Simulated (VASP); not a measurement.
Runs of VASP 6.6.1 on CoO. The structure is that of space group Pm-3m (No. 221), or close to it. The cells are those of the table. 

```csv
task,level,spin,U,cell,cutoff (eV),smearing,gap on the mesh (eV),pressure (GPa),moment (μB),relaxed volume (Å³/atom)
relaxation of cell and atoms,PBEsol,"collinear, ferromagnetic start",-,"relaxed from a = 2.572 Å, 2 atoms",600,gaussian 0.1 eV,none,0.0,3.00,8.49
single point,PBEsol,"non-collinear, typed start, SOC",-,"a = 2.572 Å, 2 atoms",520,gaussian 0.1 eV,-,-0.4,2.99,-
relaxation of cell and atoms,PBEsol,"collinear, ferromagnetic start",-,"relaxed from a = 2.558 Å, 2 atoms",600,gaussian 0.1 eV,none,0.1,3.00,8.49
single point,PBEsol+U,"collinear, ferromagnetic start",Co d U = 7.0 eV,"a = 2.572 Å, 2 atoms",520,gaussian 0.05 eV,(a),4.7,3.00,-
```

Alike in all rows: potentials or basis VASP PAW PBE potentials, release 64 (Co, O); k mesh 16 × 16 × 16.

**Question.** Estimate the missing entries.

**Answer.** (a) 1.86.

Caveats: the PAW data sets were made with another functional, which shifts forces and pressure a little; a cell with one magnetic atom can't hold antiferromagnetic order, which such compounds often take; semilocal functionals often make such compounds metallic where correlation or magnetic order opens a gap, which also shifts bond lengths (at least some runs); the cell stands under pressure (at least some runs).

A k mesh can miss the band edges.

A gap of «none» marks levels without a gap at the run's occupations.
